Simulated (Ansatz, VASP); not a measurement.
**Rh: VASP beside Ansatz**

```
Rh
1.0
     2.72403    0.00000    0.00000
    -1.36202    2.35908    0.00000
     0.00000    0.00000    4.38916
Rh
2
Direct
  0.33333 0.66667 0.25000
  0.66667 0.33333 0.75000
```

Alike in both runs: functional PBE; k mesh 17 × 17 × 10; occupations fermi-dirac, width 0.05 eV; no spin polarisation.

Ansatz relaxed the structure, and its values are those at the end. VASP's run is a single point on that final structure, the one shown.

|  | VASP | Ansatz |
| --- | --- | --- |
| version | VASP 6.6.1 | Ansatz 0.2.0 |
| potentials or method | VASP PAW PBE potentials, release 64 (Rh_pv) | PAW with Ansatz's default frozen-core files, scalar-relativistic |
| plane-wave cutoff (eV) | 520 | 420 |
| valence electrons in the cell | 30 | 34 |

```tsv
	VASP	Ansatz	Ansatz less VASP
pressure (GPa)	0.0	0.0	0.00
```

VASP's potentials hold 30 valence electrons a cell and Ansatz's 34, so a difference there can come from the potentials and not from the codes.
